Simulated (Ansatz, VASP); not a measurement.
# Ni3Ge in VASP and in Ansatz

```
Ni Ge
1.0
     3.52491    0.00000    0.00000
     0.00000    3.52491    0.00000
     0.00000    0.00000    3.52491
Ni Ge
3 1
Direct
  0.50000 0.00000 0.50000
  0.00000 0.50000 0.50000
  0.50000 0.50000 0.00000
  0.00000 0.00000 0.00000
```

Alike in both runs: functional PBEsol; k mesh 12 × 12 × 12; occupations gaussian, width 0.1 eV; no spin polarisation.

Ansatz relaxed the structure, and its values are those at the end. VASP's run is a single point on that final structure, the one shown.

```csv
,VASP,Ansatz
version,VASP 6.6.1,Ansatz 0.2.0
potentials or method,"VASP PAW PBE potentials, release 64 (Ni, Ge_d), cutoff 520 eV","scalar-relativistic, plane waves, PAW"
valence electrons in the cell,44,68
```

```tsv
	VASP	Ansatz	Ansatz less VASP
gap on the k mesh at the Fermi level (eV)	none	none	-
pressure (GPa)	0.4	0.0	-0.36
```

VASP's potentials were made for PBE, not for PBEsol. A gap of «none» marks a metal or a gap that the smearing closes. VASP's potentials hold 44 valence electrons a cell and Ansatz's 68, so a difference there can come from the potentials and not from the codes.
